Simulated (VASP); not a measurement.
A run of VASP 6.6.1 is set up as follows.

File POSCAR:

```
Ge
1.0
    2.9100000000      0.0000000000      0.0000000000
   -1.4550000000      2.5201339250      0.0000000000
    0.0000000000      0.0000000000      4.7520300000
Ge
2
Direct
    0.3333333333      0.6666666667      0.2500000000
    0.6666666667      0.3333333333      0.7500000000
```

Contents of INCAR.step1:

```
SYSTEM = Ge
ALGO = Normal ; EDIFF = 1E-4
ENCUT = 600 ; GGA = PE
ISMEAR = -1 ; LASPH = .TRUE.
LCHARG = .FALSE. ; LREAL = .FALSE.
LWAVE = .TRUE. ; NELM = 60
PREC = Accurate ; SIGMA = 0.05
```

Contents of INCAR.step2:

```
SYSTEM = Ge
ALGO = Normal ; EDIFF = 1E-6
EDIFFG = -0.03 ; ENCUT = 600
IBRION = 2 ; ISIF = 3
ISMEAR = -1 ; ISTART = 1
LASPH = .TRUE. ; LCHARG = .FALSE.
LMIXTAU = .TRUE. ; LREAL = .FALSE.
LWAVE = .FALSE. ; METAGGA = R2SCAN
NELM = 60 ; NSW = 80
PREC = Accurate ; PSTRESS = 200.0
SIGMA = 0.05
```

The input KPOINTS:

```
k-points
0
G
  10 10 5
  0 0 0
```

Potentials or basis: VASP PAW PBE potentials, release 64 (Ge_d).

Launch:

```console
$ cat potpaw_PBE.64/Ge_d/POTCAR > POTCAR
$ cp INCAR.step1 INCAR
$ mpirun -np 1 vasp_std > vasp.out
$ cp INCAR.step2 INCAR
$ mpirun -np 1 vasp_std > vasp.out
```

Estimate the space group after relaxing (to 0.05 Å).

P6_3/mmc (No. 194).

Estimate the relaxed volume.

15.41 Å³/atom.

Stress tensor (GPa, compression positive):
```
20.12  0.00  0.00
 0.00 20.12  0.00
 0.00  0.00 20.05
```

Caveat: the cell is relaxed towards a set pressure, so the enthalpy falls and the energy may rise; the PAW data sets were made with another functional, which shifts forces and pressure a little.
